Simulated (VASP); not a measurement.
Here is a VASP 6.6.1 calculation.

File INCAR:

```
SYSTEM = VCrC2
ALGO = Normal ; EDIFF = 1E-7
ENCUT = 520 ; GGA = PE
ISIF = 2 ; ISMEAR = 0
ISPIN = 2 ; LASPH = .True.
LCHARG = .True. ; LELF = .True.
LMAXMIX = 4 ; LORBIT = 11
LREAL = .False. ; LVHAR = .True.
LWAVE = .False. ; MAGMOM = 2 -3 0 0
NBANDS = 28 ; NELM = 150
PREC = Accurate ; SIGMA = 0.1
```

Contents of KPOINTS:

```
k-points
0
Gamma
  6 6 4
  0 0 0
```

Contents of POSCAR:

```
VCrC2
1.0
    3.6586133300      0.0000000000      0.0000000000
   -1.8293066700      3.1684520900      0.0000000000
    0.0000000000      0.0000000000      4.6132974900
V Cr C
1 1 2
Direct
    0.0000000000      0.0000000000      0.0000000000
    0.0000000000      0.0000000000      0.5000000000
    0.3333333300      0.6666666700      0.0000000000
    0.6666666700      0.3333333300      0.0000000000
```

Potentials or basis: VASP PAW PBE potentials, release 64 (V_sv, Cr_pv, C).

Run with:

```sh
$ cat potpaw_PBE.64/V_sv/POTCAR potpaw_PBE.64/Cr_pv/POTCAR potpaw_PBE.64/C/POTCAR > POTCAR
$ mpirun -np 1 vasp_std > vasp.out
```

Problem. Predict the net moment.

Solution. -2.74 μB per cell.

Problem. What does it give for the pressure?

Solution. -1.1 GPa.

Stress tensor (GPa, compression positive):
```
-5.13  0.00  0.00
 0.00 -5.13  0.00
 0.00  0.00  6.91
```
